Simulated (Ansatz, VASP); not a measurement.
One calculation of SnO, two programs

```
CELL_PARAMETERS angstrom
3.86388 0.00000 0.00000
0.00000 3.86388 0.00000
0.00000 0.00000 4.95122
ATOMIC_POSITIONS crystal
Sn 0.50000 0.00000 0.76463
Sn 0.00000 0.50000 0.23537
O 0.00000 0.00000 0.00000
O 0.50000 0.50000 0.00000
```

Alike in both runs: task single point; functional PBEsol; dispersion D4; k mesh 7 × 7 × 6; occupations fermi-dirac, width 0.05 eV; no spin polarisation.

|  | VASP | Ansatz |
| --- | --- | --- |
| version | VASP 6.6.1 | Ansatz 0.2.0 |
| potentials or method | VASP PAW PBE potentials, release 64 (Sn_d, O) | Ansatz PAW |
| plane-wave cutoff (eV) | 520 | 420 |
| valence electrons in the cell | 40 | 40 |

```tsv
	VASP	Ansatz	Ansatz less VASP
gap on the k mesh at the Fermi level (eV)	0.50	0.48	-0.010
least direct gap on the mesh (eV)	1.94	1.97	+0.026
pressure (GPa)	-4.9	-5.1	-0.19
traceless stress, the component that is largest in VASP (GPa)	0.45	0.43	-0.020
rms of the force components (eV/Å)	0.145	0.176	+0.0313
```

VASP's potentials were made for PBE, not for PBEsol. Atom by atom the forces differ by 0.031 eV/Å (rms over components).

Noted on Ansatz's run: odd divisions of the mesh miss points on the zone boundary, where band edges often lie, so the gap on the mesh can be too wide.
